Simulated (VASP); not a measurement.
# ZnS (P6_3mc) in VASP: notebook

ZnS is run at these levels: PBE; tasks: single point.

Everything below comes from runs of VASP 6.6.1. Logs are shortened: lines on timing, memory, paths and dates and some standing lists are left out, and cuts for length are marked.

### 1 The cell of the first run

Symmetry: P6_3mc, No. 186, hexagonal system. Conventional cell: a = 3.824 Å, b = 3.824 Å, c = 6.228 Å, α = 90.00°, β = 90.00°, γ = 120.00°. Zn (site symmetry 3m) has 4 S at 2.34 Å within 3.1 Å. Within 3.1 Å of S (site symmetry 3m) lie 4 Zn at 2.34 Å.

### 2 Single point, PBE (epitaxial xy strain +0.5%)

Input file INCAR:

```
  PREC = Accurate
  ENCUT = 520
  EDIFF = 1E-7
  ISMEAR = -1
  SIGMA = 0.02
  LREAL = False
  LASPH = True
  NELM = 60
  ALGO = Normal
  ISIF = 2
  LWAVE = False
  LCHARG = True
  GGA = PE
  LELF = True
  LVHAR = True
  NBANDS = 26
```

Input file KPOINTS:

```
Automatic mesh
0
Gamma
  12 12 4
```

Input file POSCAR:

```
ZnS
1.0
    3.8244780986      0.0000000000      0.0000000000
   -1.9122390493      3.3120951896      0.0000000000
    0.0000000000      0.0000000000      6.2276269412
Zn S
2 2
Direct
    0.3333333333      0.6666666667     -0.0003098998
    0.6666666667      0.3333333333      0.4996901002
    0.3333333333      0.6666666667      0.3753098998
    0.6666666667      0.3333333333      0.8753098998
```

Potentials or basis: VASP PAW PBE potentials, release 64 (Zn, S).

Run with:

```
> cat potpaw_PBE.64/Zn/POTCAR potpaw_PBE.64/S/POTCAR > POTCAR
> mpirun -np 1 vasp_std > vasp.out
```

OUTCAR:

```text
PREC = Accurate
   ENCUT = 520
   EDIFF = 1E-7
   ISMEAR = -1
   LREAL = False
   LASPH = True
   NELM = 60
   ISIF = 2
   GGA = PE

 ion  position               nearest neighbor table
   1  0.333  0.667  1.000-   3 2.34   4 2.34   4 2.34   4 2.34
   2  0.667  0.333  0.500-   4 2.34   3 2.34   3 2.34   3 2.34
   3  0.333  0.667  0.375-   1 2.34   2 2.34   2 2.34   2 2.34
   4  0.667  0.333  0.875-   2 2.34   1 2.34   1 2.34   1 2.34

  LATTYP: Found a hexagonal cell.
 ALAT       =     3.8244780986
 C/A-ratio  =     1.6283599437

  Lattice vectors:

 A1 = (   3.8244780986,   0.0000000000,   0.0000000000)
 A2 = (  -1.9122390493,   3.3120951896,   0.0000000000)
 A3 = (   0.0000000000,   0.0000000000,   6.2276269412)

Analysis of symmetry for initial positions (statically):
=====================================================================
 Subroutine PRICEL returns:
 Original cell was already a primitive cell.

 Routine SETGRP: Setting up the symmetry group for a
 hexagonal supercell.

 Subroutine GETGRP returns: Found 12 space group operations
 (whereof  6 operations were pure point group operations)
 out of a pool of 24 trial point group operations.

The static configuration has the point symmetry C_3v.
 The point group associated with its full space group is C_6v.

Analysis of symmetry for dynamics (positions and initial velocities):
=====================================================================
 Subroutine PRICEL returns:
 Original cell was already a primitive cell.

 Routine SETGRP: Setting up the symmetry group for a
 hexagonal supercell.

 Subroutine GETGRP returns: Found 12 space group operations
 (whereof  6 operations were pure point group operations)
 out of a pool of 24 trial point group operations.

The dynamic configuration has the point symmetry C_3v.
 The point group associated with its full space group is C_6v.

 Subroutine INISYM returns: Found 12 space group operations
 (whereof  6 operations are pure point group operations),
 and found     1 'primitive' translations

----------------------------------------------------------------------------------------

                                     Primitive cell

  volume of cell :      78.8856

  direct lattice vectors                    reciprocal lattice vectors
[... 88 lines left out ...]
   LASPH  =      T    aspherical Exc in radial PAW
   ENCUT  =  520.0 eV  38.22 Ry    6.18 a.u.   7.11  7.11 11.58*2*pi/ulx,y,z
   NELM   =     60;   NELMIN=  2; NELMDL= -5     # of ELM steps
   EDIFF  = 0.1E-06   stopping-criterion for ELM
   LREAL  =      F    real-space projection
   EDIFFG = 0.1E-05   stopping-criterion for IOM
   NSW    =      0    number of steps for IOM
   IBRION =     -1    ionic relax: 0-MD 1-quasi-New 2-CG
   NFREE  =      0    steps in history (QN), initial steepest desc. (CG)
   ISIF   =      2    stress and relaxation
   ISYM   =      2    0-nonsym 1-usesym 2-fastsym
   POTIM  = 0.5000    time-step for ionic-motion
   TEBEG  =    0.0;   TEEND  =   0.0 temperature during run
   PSTRESS=    0.0 pullay stress
   NELECT =      36.0000    total number of electrons
   NUPDOWN=      -1.0000    fix difference up-down
   EMIN   =  10.00;   EMAX   =-10.00  energy-range for DOS
   EFERMI =   0.00;   METHOD = LEGACY
   ISMEAR =    -1;   SIGMA  =   0.02  broadening in eV -4-tet -1-fermi 0-gaus
   EFERMI_NEDOS =   21; number of points for ismear=-14 and -15
   IALGO  =     38    algorithm
   IMIX   =      4    mixing-type and parameters
     AMIX     =   0.40;   BMIX     =  1.00
     AMIX_MAG =   1.60;   BMIX_MAG =  1.00
  volume/ion in A,a.u.               =      19.72       133.09
  Fermi-wavevector in a.u.,A,eV,Ry     =   1.260404  2.381818 21.614467  1.588618
  Thomas-Fermi vector in A             =   2.393915
   LORBIT       =      0    0 simple, 1 ext, 2 COOP (PROOUT), +10 PAW based schemes
   GGA     = PE    functional components
   LHFCALC =     F    Hartree Fock is set to
   AEXX    =    0.0000 exact exchange contribution
   IVDW    =     0    specifies the selected vdW correction
   LEPSILON=     F    determine dielectric tensor
   LRPA    =     F    only Hartree local field effects (RPA)
 non-spin polarized calculation
  energy-cutoff  :      520.00
  volume of cell :       78.89
 maximum number of plane-waves:      2142
   NGX = 15   NGY = 15   NGZ = 23

 number of electron      35.9999982 magnetization

 Free energy of the ion-electron system (eV)
  ---------------------------------------------------
  ext. energy  EPLUGINS =         0.00000000
  ---------------------------------------------------
  free energy    TOTEN  =       -13.68110010 eV

  energy without entropy =      -13.68110010  energy(sigma->0) =      -13.68110010

 E-fermi :   2.5401     XC(G=0):  -9.6246

 val. band max:        2.1163587566   @ k =   0.0000   0.0000   0.0000
 cond. band min:       4.3214787124   @ k =   0.0000   0.0000   0.0000
 fundamental gap:      2.2051199558
 Fermi energy:         2.5401380887

 k-point     1 :       0.0000    0.0000    0.0000
  band No.  band energies     occupation
      1     -11.0404      2.00000
      2     -10.0954      2.00000
      3      -4.2138      2.00000
      4      -4.2045      2.00000
      5      -4.2045      2.00000
      6      -4.1228      2.00000
[... 685 lines left out ...]
     25      10.9222      0.00000
     26      11.8932      0.00000

 [... further k-points ...]

------------------------ aborting loop because EDIFF is reached ----------------------------------------

  FORCE on cell =-STRESS in cart. coord.  units (eV):
  Direction    XX          YY          ZZ          XY          YZ          ZX
  --------------------------------------------------------------------------------------
  -------------------------------------------------------------------------------------
  Total        0.7928258      0.7928258      1.1668983      0.0000000     -0.0000000      0.0000000
  in kB       16.1024063     16.1024063     23.6998725      0.0000000     -0.0000000      0.0000000
  external PRESSURE =      18.6348951 kB  Pullay stress =       0.0000000 kB

 VOLUME and BASIS-vectors are now :
 -----------------------------------------------------------------------------
  energy-cutoff  :      520.00
  volume of cell :       78.89
      direct lattice vectors                 reciprocal lattice vectors
     3.824478099  0.000000000  0.000000000     0.261473585  0.150961845  0.000000000
    -1.912239049  3.312095190  0.000000000     0.000000000  0.301923690  0.000000000
     0.000000000  0.000000000  6.227626941     0.000000000  0.000000000  0.160574808

 POSITION                                       TOTAL-FORCE (eV/Angst)
 -----------------------------------------------------------------------------------
     -0.00000      2.20806      6.22570         0.000000     -0.000000     -0.002242
      1.91224      1.10403      3.11188        -0.000000      0.000000     -0.002242
     -0.00000      2.20806      2.33729         0.000000      0.000000      0.002242
      1.91224      1.10403      5.45110        -0.000000     -0.000000      0.002242
 -----------------------------------------------------------------------------------
    total drift:                               -0.000000     -0.000000      0.000014

  FREE ENERGIE OF THE ION-ELECTRON SYSTEM (eV)
  ---------------------------------------------------
  free  energy   TOTEN  =       -13.6811000986 eV

  energy  without entropy=      -13.6811000986  energy(sigma->0) =      -13.68110010
```

stdout:

```text
POSCAR found type information on POSCAR ZnS
 POSCAR found :  2 types and       4 ions
 scaLAPACK will be used
 LDA part: xc-table for (Slater+PW92), standard interpolation
 POSCAR, INCAR and KPOINTS ok, starting setup
 FFT: planning ... GRIDC
 FFT: planning ... GRID_SOFT
 FFT: planning ... GRID
 WAVECAR not read
 entering main loop
```

Run time: 2.5 min. Hardware: 1 thread of AMD EPYC 7R13, shared host; peak memory 0.21 GiB.

What came out:

- Free energy: -13.6811 eV
- Pressure: 1.9 GPa
- Band gap on the k mesh: 2.21 eV, direct

Forces on the atoms (eV/Å):
```
Zn   0.000  0.000 -0.002
Zn   0.000  0.000 -0.002
S    0.000  0.000  0.002
S    0.000  0.000  0.002
```

Stress tensor (GPa, compression positive):
```
1.61 0.00 0.00
0.00 1.61 0.00
0.00 0.00 2.37
```

Levels at points of the mesh, in eV from the valence-band top:
| k point | band 16 | band 17 | band 18 | band 19 | band 20 | band 21 |
| --- | --- | --- | --- | --- | --- | --- |
| (0.00, 0.00, 0.00) | -0.05 | 0.00 | 0.00 | 2.21 | 3.04 | 6.29 |
| (0.50, 0.00, 0.00) | -2.24 | -1.65 | -0.88 | 3.64 | 4.26 | 5.17 |
| (0.00, 0.00, 0.50) | -0.47 | -0.47 | -0.47 | 3.53 | 3.53 | 6.75 |
| (0.50, 0.00, 0.50) | -1.61 | -1.58 | -1.58 | 3.58 | 3.58 | 5.24 |

Caveat: the cell differs from its parent crystal (epitaxial xy strain +0.5%).

### 3 Single point, PBE (epitaxial xy strain +2.0%)

Input file INCAR:

```
  ALGO = Normal
  EDIFF = 1E-7
  ENCUT = 520
  GGA = PE
  ISIF = 2
  ISMEAR = -1
  LASPH = T
  LCHARG = T
  LELF = T
  LREAL = F
  LVHAR = T
  LWAVE = F
  NBANDS = 26
  NELM = 60
  PREC = Accurate
  SIGMA = 0.02
```

Input file KPOINTS:

```
k-points
0
Gamma
  12 12 4
```

Input file POSCAR:

```
ZnS
1.0
    3.8815598613      0.0000000000      0.0000000000
   -1.9407799307      3.3615294462      0.0000000000
    0.0000000000      0.0000000000      6.1720007316
Zn S
2 2
Direct
    0.3333333333      0.6666666667     -0.0024082538
    0.6666666667      0.3333333333      0.4975917462
    0.3333333333      0.6666666667      0.3774082538
    0.6666666667      0.3333333333      0.8774082538
```

Potentials or basis: VASP PAW PBE potentials, release 64 (Zn, S).

Run with:

```
> cat potpaw_PBE.64/Zn/POTCAR potpaw_PBE.64/S/POTCAR > POTCAR
> mpirun -np 1 vasp_std > vasp.out
```

OUTCAR:

```text
EDIFF = 1E-7
   ENCUT = 520
   GGA = PE
   ISIF = 2
   ISMEAR = -1
   LASPH = T
   LREAL = F
   NELM = 60
   PREC = Accurate

 ion  position               nearest neighbor table
   1  0.333  0.667  0.998-   3 2.34   4 2.36   4 2.36   4 2.36
   2  0.667  0.333  0.498-   4 2.34   3 2.36   3 2.36   3 2.36
   3  0.333  0.667  0.377-   1 2.34   2 2.36   2 2.36   2 2.36
   4  0.667  0.333  0.877-   2 2.34   1 2.36   1 2.36   1 2.36

  LATTYP: Found a hexagonal cell.
 ALAT       =     3.8815598613
 C/A-ratio  =     1.5900825833

  Lattice vectors:

 A1 = (   3.8815598613,   0.0000000000,   0.0000000000)
 A2 = (  -1.9407799307,   3.3615294462,   0.0000000000)
 A3 = (   0.0000000000,   0.0000000000,   6.1720007316)

Analysis of symmetry for initial positions (statically):
=====================================================================
 Subroutine PRICEL returns:
 Original cell was already a primitive cell.

 Routine SETGRP: Setting up the symmetry group for a
 hexagonal supercell.

 Subroutine GETGRP returns: Found 12 space group operations
[... 169 lines left out ...]
  energy without entropy =      -13.67848241  energy(sigma->0) =      -13.67848241

 E-fermi :   2.3586     XC(G=0):  -9.5259

 val. band max:        1.9486208965   @ k =   0.0000   0.0000   0.0000
 cond. band min:       4.0495925986   @ k =   0.0000   0.0000   0.0000
 fundamental gap:      2.1009717020
 Fermi energy:         2.3585974725

 k-point     1 :       0.0000    0.0000    0.0000
  band No.  band energies     occupation
      1     -11.0884      2.00000
      2     -10.1363      2.00000
      3      -4.3159      2.00000
      4      -4.3159      2.00000
      5      -4.3118      2.00000
      6      -4.2390      2.00000
[... 685 lines left out ...]
     25      10.6740      0.00000
     26      11.5900      0.00000

 [... further k-points ...]

------------------------ aborting loop because EDIFF is reached ----------------------------------------

  FORCE on cell =-STRESS in cart. coord.  units (eV):
  Direction    XX          YY          ZZ          XY          YZ          ZX
  --------------------------------------------------------------------------------------
  -------------------------------------------------------------------------------------
  Total       -0.3011352     -0.3011352      1.1635801      0.0000000     -0.0000000      0.0000000
  in kB       -5.9910496     -5.9910496     23.1492902      0.0000000     -0.0000000      0.0000000
  external PRESSURE =       3.7223970 kB  Pullay stress =       0.0000000 kB

 VOLUME and BASIS-vectors are now :
 -----------------------------------------------------------------------------
  energy-cutoff  :      520.00
  volume of cell :       80.53
      direct lattice vectors                 reciprocal lattice vectors
     3.881559861  0.000000000  0.000000000     0.257628385  0.148741818  0.000000000
    -1.940779931  3.361529446  0.000000000     0.000000000  0.297483635  0.000000000
     0.000000000  0.000000000  6.172000732     0.000000000  0.000000000  0.162022016

 POSITION                                       TOTAL-FORCE (eV/Angst)
 -----------------------------------------------------------------------------------
     -0.00000      2.24102      6.15714         0.000000     -0.000000     -0.009463
      1.94078      1.12051      3.07114        -0.000000      0.000000     -0.009463
     -0.00000      2.24102      2.32936         0.000000      0.000000      0.009463
      1.94078      1.12051      5.41536        -0.000000      0.000000      0.009463
 -----------------------------------------------------------------------------------
    total drift:                               -0.000001     -0.000001     -0.002567

  FREE ENERGIE OF THE ION-ELECTRON SYSTEM (eV)
  ---------------------------------------------------
  free  energy   TOTEN  =       -13.6784824118 eV

  energy  without entropy=      -13.6784824118  energy(sigma->0) =      -13.67848241
```

OSZICAR:

```text
N       E                     dE             d eps       ncg     rms          rms(c)
DAV:   1     0.246457406000E+03    0.24646E+03   -0.17178E+04  2964   0.166E+03
DAV:   2     0.107474141439E+02   -0.23571E+03   -0.22521E+03  3048   0.352E+02
DAV:   3    -0.139190990682E+02   -0.24667E+02   -0.24424E+02  3560   0.112E+02
DAV:   4    -0.145259529380E+02   -0.60685E+00   -0.60554E+00  3392   0.177E+01
DAV:   5    -0.145352486586E+02   -0.92957E-02   -0.92929E-02  3574   0.217E+00    0.941E+00
DAV:   6    -0.136878990761E+02    0.84735E+00   -0.16349E+00  4468   0.364E+01    0.727E+00
DAV:   7    -0.136830077390E+02    0.48913E-02   -0.11718E+00  3134   0.633E+00    0.340E+00
DAV:   8    -0.136774646639E+02    0.55431E-02   -0.34633E-02  3658   0.187E+00    0.935E-01
DAV:   9    -0.136780911950E+02   -0.62653E-03   -0.81216E-03  3952   0.134E+00    0.220E-01
DAV:  10    -0.136782561963E+02   -0.16500E-03   -0.64618E-04  3434   0.324E-01    0.900E-02
DAV:  11    -0.136784799578E+02   -0.22376E-03   -0.36309E-04  3060   0.122E-01    0.554E-02
DAV:  12    -0.136784789894E+02    0.96838E-06   -0.12118E-05  3580   0.301E-02    0.115E-02
DAV:  13    -0.136784823496E+02   -0.33602E-05   -0.50306E-06  3068   0.147E-02    0.216E-03
DAV:  14    -0.136784824118E+02   -0.62141E-07   -0.41281E-07  3612   0.129E-02
   1 F= -.13678482E+02 E0= -.13678482E+02  d E =-.268141E-11
```

stdout:

```text
POSCAR found type information on POSCAR ZnS
 POSCAR found :  2 types and       4 ions
 scaLAPACK will be used
 LDA part: xc-table for (Slater+PW92), standard interpolation
 POSCAR, INCAR and KPOINTS ok, starting setup
 FFT: planning ... GRIDC
 FFT: planning ... GRID_SOFT
 FFT: planning ... GRID
 WAVECAR not read
 entering main loop
```

Run time: 2.8 min. Hardware: 1 thread of AMD EPYC 7R13, shared host; peak memory 0.22 GiB.

Results:

```
Free energy            : -13.6785 eV
Pressure               : 0.4 GPa
Largest force          : 0.009 eV/Å
Band gap on the k mesh : 2.10 eV, direct
```

Forces in eV/Å, atoms in the order of the input:
```
Zn   0.000  0.000 -0.009
Zn   0.000  0.000 -0.009
S    0.000  0.000  0.009
S    0.000  0.000  0.009
```

Levels at points of the mesh, in eV from the valence-band top:
```
           k point  band 16  band 17  band 18  band 19  band 20  band 21
(0.00, 0.00, 0.00)    -0.06    -0.06     0.00     2.10     2.78     6.18
(0.50, 0.00, 0.00)    -2.26    -1.58    -0.89     3.51     4.22     5.28
(0.00, 0.00, 0.50)    -0.54    -0.54    -0.54     3.34     3.34     6.62
(0.50, 0.00, 0.50)    -1.63    -1.47    -1.47     3.59     3.59     5.25
```

Caveat: the cell differs from its parent crystal (epitaxial xy strain +2.0%). A k mesh can miss the band edges.

### 4 Single point, PBE (strain +2.5%)

Input file INCAR:

```
PREC     = Accurate       # precision mode
ENCUT    = 520            # plane-wave cutoff, eV
EDIFF    = 1E-7           # SCF threshold, eV
ISMEAR   = -1             # smearing method
SIGMA    = 0.02           # smearing width, eV
LREAL    = False          # projectors in reciprocal space
LASPH    = True           # aspherical terms in the spheres
NELM     = 80             # most SCF steps
ALGO     = Normal         # electronic algorithm
ISIF     = 2              # what is computed and relaxed
LWAVE    = False          # write WAVECAR
LCHARG   = False          # write CHGCAR
GGA      = PE             # functional
NBANDS   = 26             # bands
```

Input file KPOINTS:

```
Automatic mesh
0
Gamma
  12 12 4
```

Input file POSCAR:

```
ZnS
1.0
    3.9005871155      0.0000000000      0.0000000000
   -1.9502935578      3.3780075317      0.0000000000
    0.0000000000      0.0000000000      6.4000929290
Zn S
2 2
Direct
    0.3333333333      0.6666666667      0.0001105057
    0.6666666667      0.3333333333      0.5001105057
    0.3333333333      0.6666666667      0.3748894943
    0.6666666667      0.3333333333      0.8748894943
```

Run with:

```
> cat potpaw_PBE.64/Zn/POTCAR potpaw_PBE.64/S/POTCAR > POTCAR
> mpirun -np 1 vasp_std > vasp.out
```

It took 2.8 min on 1 thread of AMD EPYC 7R13, shared host; peak memory 0.23 GiB.

Results (log left out):

| Property | Result |
| --- | --- |
| Free energy | -13.6655 eV |
| Pressure | -2.6 GPa |
| Band gap on the k mesh | 1.89 eV, direct |

Stress tensor (GPa, compression positive):
```
-2.57  0.00  0.00
 0.00 -2.57  0.00
 0.00  0.00 -2.71
```

Levels at points of the mesh, in eV from the valence-band top:
```csv
k point,band 15,band 16,band 17,band 18,band 19,band 20,band 21,band 22
"(0.00, 0.00, 0.00)",-0.79,-0.07,0.00,0.00,1.89,2.97,6.35,6.35
"(0.50, 0.00, 0.00)",-2.94,-1.99,-1.49,-0.79,3.71,4.05,5.17,6.95
"(0.00, 0.00, 0.50)",-0.41,-0.41,-0.41,-0.41,3.34,3.34,6.65,6.65
"(0.50, 0.00, 0.50)",-1.46,-1.46,-1.44,-1.44,3.51,3.51,5.26,5.26
```

Caveat: the cell differs from its parent crystal (strain +2.5%). A k mesh can miss the band edges.

### 5 The runs side by side

| cell | gap on the mesh (eV) | pressure (GPa) |
| --- | --- | --- |
| a = 3.824, b = 3.824, c = 6.228 Å, angles 90.0, 90.0, 120.0°, 4 atoms | 2.21 | 1.9 |
| a = 3.882, b = 3.882, c = 6.172 Å, angles 90.0, 90.0, 120.0°, 4 atoms | 2.10 | 0.4 |
| a = 3.901, b = 3.901, c = 6.400 Å, angles 90.0, 90.0, 120.0°, 4 atoms | 1.89 | -2.6 |

Alike in all rows: task single point; level PBE; potentials or basis VASP PAW PBE potentials, release 64 (Zn, S); no spin polarisation; k mesh 12 × 12 × 4; cutoff (eV) 520; smearing fermi-dirac 0.02 eV.

Total energies depend on the potentials used, so only differences within one code and one set of settings carry meaning.
